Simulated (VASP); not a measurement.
Input of a VASP 6.6.1 run:

File INCAR:

```
PREC = Accurate ; ENCUT = 520
EDIFF = 1E-6 ; ISMEAR = 0
SIGMA = 0.1 ; LREAL = Auto
LASPH = T ; NELM = 60
ALGO = Fast ; ISIF = 2
LWAVE = F ; LCHARG = F
LDIPOL = T ; IDIPOL = 3
DIPOL = 0.5 0.5 0.511 ; GGA = PE
IVDW = 12 ; NBANDS = 121
```

File KPOINTS:

```
Automatic mesh
0
Gamma
  4 4 1
```

POSCAR

```
Zr8H3C
1.0
    6.3710095762      0.0000000000      0.0000000000
   -3.1855047881      5.5174561408      0.0000000000
    0.0000000000      0.0000000000     27.9371285392
Zr C H
16 2 6
Direct
    0.3333333333      0.1666666667      0.2863572750
    0.3333333333      0.6666666667      0.2863572750
    0.8333333333      0.1666666667      0.2863572750
    0.8333333333      0.6666666667      0.2863572750
    0.1666666667      0.3333333333      0.3778141634
    0.1666666667      0.8333333333      0.3778141634
    0.6666666667      0.3333333333      0.3778141634
    0.6666666667      0.8333333333      0.3778141634
    0.3348140373      0.1705478211      0.4695646218
    0.3390319640      0.6721888253      0.4724612211
    0.8330094210      0.1665598437      0.4726084609
    0.8325070862      0.6722383107      0.4726179224
    0.1699816059      0.3327042403      0.5583437354
    0.1695245385      0.8384303377      0.5581318513
    0.6615855793      0.3320930643      0.5583613150
    0.6651003794      0.8327085701      0.5680092525
    0.9029952051      0.8576857384      0.6974996517
    0.6905283980      0.8449123447      0.6700737520
    1.0395112083      0.8630431400      0.6726246237
    0.8434636732      0.6990030463      0.7207958237
    0.9918348369      1.0213765079      0.7198482445
    0.7525743752      1.0092945880      0.6472050345
    0.5491396646      0.8396275466      0.6933517106
    0.5984651245      0.6754410419      0.6481936048
```

Potentials or basis: VASP PAW PBE potentials, release 64 (Zr_sv, C, H).

Command:

```sh
$ cat potpaw_PBE.64/Zr_sv/POTCAR potpaw_PBE.64/C/POTCAR potpaw_PBE.64/H/POTCAR > POTCAR
$ mpirun -np 1 vasp_std > vasp.out
```

Predict the band gap on the k mesh.

zero (bands 103 and 104 overlap by 0.88 eV).

Predict the largest force.

0.513 eV/Å.

What does it give for the dispersion energy per atom?

-0.290 eV.

Forces on the atoms (eV/Å):
```
Zr   0.001  0.000  0.383
Zr  -0.014  0.003  0.443
Zr   0.001  0.025  0.441
Zr   0.016  0.005  0.445
Zr  -0.036  0.015 -0.511
Zr  -0.005 -0.050 -0.496
Zr   0.033  0.014 -0.498
Zr   0.003 -0.009 -0.214
Zr   0.001  0.001 -0.006
Zr   0.005  0.001 -0.002
Zr   0.002 -0.001 -0.001
Zr   0.000  0.001  0.000
Zr   0.002  0.005  0.005
Zr   0.006  0.000  0.006
Zr  -0.003 -0.003  0.007
Zr  -0.004 -0.002 -0.006
C    0.019  0.013  0.008
C   -0.033 -0.013 -0.009
H    0.012  0.000 -0.006
H    0.005 -0.020  0.018
H    0.002  0.007  0.009
H   -0.003  0.024 -0.015
H   -0.010 -0.003  0.005
H   -0.001 -0.015 -0.007
```
